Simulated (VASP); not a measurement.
# C (R-3m) in VASP: further runs, part 2 of 2

VASP 6.6.1. The steps go on from the part before.

**5. Relaxation of cell and atoms, PBEsol**

This run uses another cell than the first one, of 8.74 Å³/atom, 0.766 times its volume.

INCAR

```
SYSTEM = C
PREC = Accurate
ENCUT = 600
EDIFF = 1E-6
ISMEAR = 0
SIGMA = 0.1
LREAL = .False.
LASPH = .True.
NELM = 60
ALGO = Normal
ISIF = 3
LWAVE = .False.
LCHARG = .False.
GGA = PS
IBRION = 2
NSW = 90
EDIFFG = -0.04
```

KPOINTS

```
regular mesh
0
Gamma
  9 9 9
  0 0 0
```

POSCAR

```
C
1.0
    1.2299339648      0.7101027056      3.3352964542
   -1.2299339648      0.7101027056      3.3352964542
    0.0000000000     -1.4202054113      3.3352964542
C
2
Direct
    0.1664171088      0.1664171088      0.1664171088
    0.8335828912      0.8335828912      0.8335828912
```

Started as:

```bash
$ cat potpaw_PBE.64/C/POTCAR > POTCAR
$ mpirun -np 1 vasp_std > vasp.out
```

Run time: 69 s. Hardware: 1 thread of Intel Xeon 6975P-C, shared host; peak memory 0.16 GiB.

The run converged. Its results:

```
Free energy                            : -19.2854 eV
Relaxed volume                         : 8.85 Å³/atom
Relaxed cell                           : a = 3.664 Å, b = 3.664 Å, c = 3.664 Å, α = 39.23°, β = 39.23°, γ = 39.23°
Space group after relaxing (to 0.05 Å) : R-3m (No. 166)
Energy gained by relaxing              : 0.5 meV/atom
Ionic steps                            : 7
Pressure after relaxing                : 0.1 GPa
Largest force after relaxing           : 0.016 eV/Å
Band gap on the k mesh                 : 0.64 eV, direct
```

Forces in eV/Å, atoms in the order of the input:
```
C    0.000  0.000 -0.016
C    0.000  0.000  0.016
```

Stress tensor (GPa, compression positive):
```
-0.10  0.00  0.00
 0.00 -0.10  0.00
 0.00  0.00  0.52
```

The path:
```
step  energy change (eV)  largest force (eV/Å)  pressure (GPa)  volume (Å³)
   1              0.0000                0.0409            0.32        17.48
   2             -0.0002                0.0235            0.15        17.52
   3             -0.0002                0.0501            0.07        17.54
   4             -0.0003                0.0537            0.14        17.57
   5             -0.0005                0.0576            0.27        17.59
   6             -0.0006                0.0654            0.47        17.65
   7             -0.0009                0.0164            0.11        17.71
```

Final structure:
```
C
1.0
     1.23015    0.71023    3.37786
    -1.23015    0.71023    3.37786
     0.00000   -1.42045    3.37786
C
2
Direct
  0.16660 0.16660 0.16660
  0.83340 0.83340 0.83340
```

Levels at points of the mesh, in eV from the valence-band top:
```tsv
k point	band 2	band 3	band 4	band 5	band 6	band 7
(0.00, 0.00, 0.00)	-6.32	-2.64	-2.64	4.29	8.70	8.70
```

Caveat: the PAW data sets were made with another functional, which shifts forces and pressure a little. As with any semilocal functional, this PBEsol gap is likely too small.

**6. Single point, PBEsol**

This run uses another cell than the first one, of 9.44 Å³/atom, 0.828 times its volume.

INCAR

```
SYSTEM = C
  PREC = Accurate
  ENCUT = 520
  EDIFF = 1E-6
  ISMEAR = 0
  SIGMA = 0.02
  LREAL = .False.
  LASPH = .True.
  NELM = 100
  ALGO = Normal
  ISIF = 2
  LWAVE = .False.
  LCHARG = .False.
  GGA = PS
  NBANDS = 11
```

KPOINTS

```
regular mesh
0
Gamma
  18 18 18
  0 0 0
```

POSCAR

```
C
1.0
    1.2294542871      0.7098257637      3.6074786581
   -1.2294542871      0.7098257637      3.6074786581
    0.0000000000     -1.4196515273      3.6074786581
C
2
Direct
    0.1666413353      0.1666413353      0.1666413353
    0.8333586647      0.8333586647      0.8333586647
```

Potentials or basis: VASP PAW PBE potentials, release 64 (C).

Started as:

```bash
$ cat potpaw_PBE.64/C/POTCAR > POTCAR
$ mpirun -np 1 vasp_std > vasp.out
```

OUTCAR:

```text
SYSTEM = C
   PREC = Accurate
   ENCUT = 520
   EDIFF = 1E-6
   ISMEAR = 0
   LREAL = .False.
   LASPH = .True.
   NELM = 100
   ISIF = 2
   GGA = PS

 ion  position               nearest neighbor table
   1  0.167  0.167  0.167-   2 1.42   2 1.42   2 1.42
   2  0.833  0.833  0.833-   1 1.42   1 1.42   1 1.42

  LATTYP: Found a trigonal (rhomboedric) cell.
 ALAT       =     3.8767657561
 COS(alpha) =     0.7988520338

  Lattice vectors:

[... 520 lines left out ...]
     11      26.9285      0.00000

 [... further k-points ...]

------------------------ aborting loop because EDIFF is reached ----------------------------------------

  FORCE on cell =-STRESS in cart. coord.  units (eV):
  Direction    XX          YY          ZZ          XY          YZ          ZX
  --------------------------------------------------------------------------------------
  -------------------------------------------------------------------------------------
  Total        0.1138507      0.1138507     -0.0094130      0.0000000     -0.0000000      0.0000000
  in kB        9.6566603      9.6566603     -0.7983993      0.0000000     -0.0000000      0.0000000
  external PRESSURE =       6.1716404 kB  Pullay stress =       0.0000000 kB

 VOLUME and BASIS-vectors are now :
 -----------------------------------------------------------------------------
  energy-cutoff  :      520.00
  volume of cell :       18.89
      direct lattice vectors                 reciprocal lattice vectors
     1.229454287  0.709825764  3.607478658     0.406684498  0.234799405  0.092400639
    -1.229454287  0.709825764  3.607478658    -0.406684498  0.234799405  0.092400639
     0.000000000 -1.419651527  3.607478658     0.000000000 -0.469598809  0.092400639

 POSITION                                       TOTAL-FORCE (eV/Angst)
 -----------------------------------------------------------------------------------
      0.00000      0.00000      1.80347         0.000000     -0.000000     -0.000179
      0.00000      0.00000      9.01897         0.000000      0.000000      0.000179
 -----------------------------------------------------------------------------------
    total drift:                               -0.000000     -0.000000      0.000000

  FREE ENERGIE OF THE ION-ELECTRON SYSTEM (eV)
  ---------------------------------------------------
  free  energy   TOTEN  =       -19.2902307343 eV

  energy  without entropy=      -19.2902307343  energy(sigma->0) =      -19.29023073
```

OSZICAR:

```text
N       E                     dE             d eps       ncg     rms          rms(c)
DAV:   1     0.688027809091E+01    0.68803E+01   -0.44979E+03 12952   0.657E+02
DAV:   2    -0.198471584882E+02   -0.26727E+02   -0.25471E+02 16794   0.133E+02
DAV:   3    -0.205055116915E+02   -0.65835E+00   -0.65708E+00 16163   0.178E+01
DAV:   4    -0.205081080791E+02   -0.25964E-02   -0.25961E-02 15060   0.135E+00
DAV:   5    -0.205081192137E+02   -0.11135E-04   -0.11134E-04 16288   0.816E-02    0.642E+00
DAV:   6    -0.195849146617E+02    0.92320E+00   -0.76459E-01 14902   0.506E+00    0.370E+00
DAV:   7    -0.192872454423E+02    0.29767E+00   -0.87529E-01 15313   0.547E+00    0.975E-01
DAV:   8    -0.192905344324E+02   -0.32890E-02   -0.24734E-02 14310   0.982E-01    0.145E-01
DAV:   9    -0.192901567248E+02    0.37771E-03   -0.71932E-04 15591   0.165E-01    0.706E-02
DAV:  10    -0.192902281578E+02   -0.71433E-04   -0.22329E-04 14638   0.961E-02    0.319E-02
DAV:  11    -0.192902300522E+02   -0.18944E-05   -0.91832E-06 15578   0.176E-02    0.849E-03
DAV:  12    -0.192902307343E+02   -0.68210E-06   -0.82095E-07 14444   0.562E-03
   1 F= -.19290231E+02 E0= -.19290231E+02  d E =-.234880E-39
```

stdout:

```text
POSCAR found type information on POSCAR C
 POSCAR found :  1 types and       2 ions
 scaLAPACK will be used
 -----------------------------------------------------------------------------
|                                                                             |
|                                                                             |
|     You enforced a specific xc type in the INCAR file but a different       |
|     I HOPE YOU KNOW WHAT YOU ARE DOING!                                     |
|                                                                             |
 -----------------------------------------------------------------------------

 LDA part: xc-table for (Slater+PW92), standard interpolation
 POSCAR, INCAR and KPOINTS ok, starting setup
 FFT: planning ... GRIDC
 FFT: planning ... GRID_SOFT
 FFT: planning ... GRID
 WAVECAR not read
 entering main loop
```

Run time: 3.3 min. Hardware: 1 thread of Intel Xeon 6975P-C, shared host; peak memory 0.23 GiB.

What came out:

* Free energy: -19.2902 eV
* Pressure: 0.6 GPa
* Band gap on the k mesh: 0.43 eV, direct

Caveat: the PAW data sets were made with another functional, which shifts forces and pressure a little.

**7. Overview**

| task | cell | k mesh | cutoff (eV) | smearing | gap on the mesh (eV) | pressure (GPa) | relaxed volume (Å³/atom) | largest force (eV/Å) |
| --- | --- | --- | --- | --- | --- | --- | --- | --- |
| single point | a = 3.332 Å, angles 54.5°, 2 atoms | 9 × 9 × 9 | 520 | gaussian 0.1 eV | none | -53.2 | - | 3.96 |
| relaxation of cell and atoms | relaxed from a = 3.332 Å, angles 54.5°, 2 atoms | 6 × 6 × 6 | 600 | gaussian 0.1 eV | 4.06 | 0.5 | 5.61 | 0.01 |
| single point | a = 3.895 Å, angles 36.9°, 3 atoms | 9 × 9 × 9 | 520 | gaussian 0.1 eV | none | 0.5 | - | 0.04 |
| relaxation of cell and atoms | relaxed from a = 3.625 Å, angles 39.7°, 2 atoms | 9 × 9 × 9 | 600 | gaussian 0.1 eV | 0.64 | 0.1 | 8.85 | 0.02 |
| single point | a = 3.877 Å, angles 37.0°, 2 atoms | 18 × 18 × 18 | 520 | gaussian 0.02 eV | 0.43 | 0.6 | - | - |

Alike in all rows: level PBEsol; potentials or basis VASP PAW PBE potentials, release 64 (C); no spin polarisation.

Caveats: the PAW data sets were made with another functional, which shifts forces and pressure a little; the volume moved by over 15 % at a fixed basis, so the end points are rough (some runs).

Total energies depend on the potentials used, so only differences within one code and one set of settings carry meaning.
